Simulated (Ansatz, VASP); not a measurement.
Two plane-wave programs on AlAs

Contents of POSCAR:

```
AlAs
1.0
    0.0000000000      2.8371986854      2.8371986854
    2.8371986854      0.0000000000      2.8371986854
    2.8371986854      2.8371986854      0.0000000000
Al As
1 1
Direct
    0.0000000000      0.0000000000      0.0000000000
    0.2500000000      0.2500000000      0.2500000000
```

File INCAR.step1:

```
SYSTEM = AlAs
PREC     = Accurate       ! precision mode
ENCUT    = 550            ! plane-wave cutoff, eV
ISMEAR   = 0              ! smearing method
SIGMA    = 0.02           ! smearing width, eV
LREAL    = .False.        ! projectors in reciprocal space
LASPH    = .True.         ! aspherical terms in the spheres
NELM     = 120            ! most SCF steps
NBANDS   = 11             ! bands
GGA      = PE             ! functional
ALGO     = Normal         ! electronic algorithm
EDIFF    = 1E-5           ! SCF threshold, eV
LWAVE    = .True.         ! write WAVECAR
LCHARG   = .False.        ! write CHGCAR
GGA_COMPAT= .False.
```

The input INCAR.step2:

```
SYSTEM = AlAs
PREC     = Accurate       ! precision mode
ENCUT    = 550            ! plane-wave cutoff, eV
EDIFF    = 1E-6           ! SCF threshold, eV
ISMEAR   = 0              ! smearing method
SIGMA    = 0.02           ! smearing width, eV
LREAL    = .False.        ! projectors in reciprocal space
LASPH    = .True.         ! aspherical terms in the spheres
NELM     = 120            ! most SCF steps
ALGO     = Normal         ! electronic algorithm
ISIF     = 2              ! what is computed and relaxed
LWAVE    = .False.        ! write WAVECAR
LCHARG   = .False.        ! write CHGCAR
METAGGA  = R2SCAN         ! meta-GGA
LMIXTAU  = .True.       
NBANDS   = 11             ! bands
ISTART   = 1            
GGA_COMPAT= .False.
```

The input KPOINTS:

```
regular mesh
0
Gamma
  8 8 8
  0 0 0
```

Input for Ansatz:

```yaml
crystal:
  lattice:
    - [0.0, 2.8371986854, 2.8371986854]
    - [2.8371986854, 0.0, 2.8371986854]
    - [2.8371986854, 2.8371986854, 0.0]
  atoms:
    - { symbol: Al, position: [0.0, 0.0, 0.0] }
    - { symbol: As, position: [0.25, 0.25, 0.25] }
basis:
  ecutwfc: 500
kpoints:
  mp_grid: { grid: [8, 8, 8] }
hamiltonian:
  xc: r2scan
  pseudopotentials: { kind: paw, azcp: { folder: soft_1 } }
scf:
  occupations: { method: gaussian, width: 0.02 }
output:
  forces: true
  stress: true
  eigenvalues: true
```

Alike in both runs: task single point; functional r2SCAN; k mesh 8 × 8 × 8; occupations gaussian, width 0.02 eV; no spin polarisation.

|  | VASP | Ansatz |
| --- | --- | --- |
| version | VASP 6.6.1 | Ansatz 0.2.0 |
| potentials or method | VASP PAW PBE potentials, release 64 (Al, As), cutoff 550 eV | scalar-relativistic, plane waves, PAW |
| valence electrons in the cell | 8 | 18 |

Ansatz gave:

* gap on the k mesh at the Fermi level (eV): 1.81
* least direct gap on the mesh (eV): 2.64
* pressure (GPa): 0.1

**Question.** Estimate VASP's values.

**Answer.** gap on the k mesh at the Fermi level (eV): 1.80; least direct gap on the mesh (eV): 2.65; pressure (GPa): 0.1.

VASP's potentials were made for PBE, not for r2SCAN. VASP's potentials hold 8 valence electrons a cell and Ansatz's 18, so a difference there can come from the potentials and not from the codes.
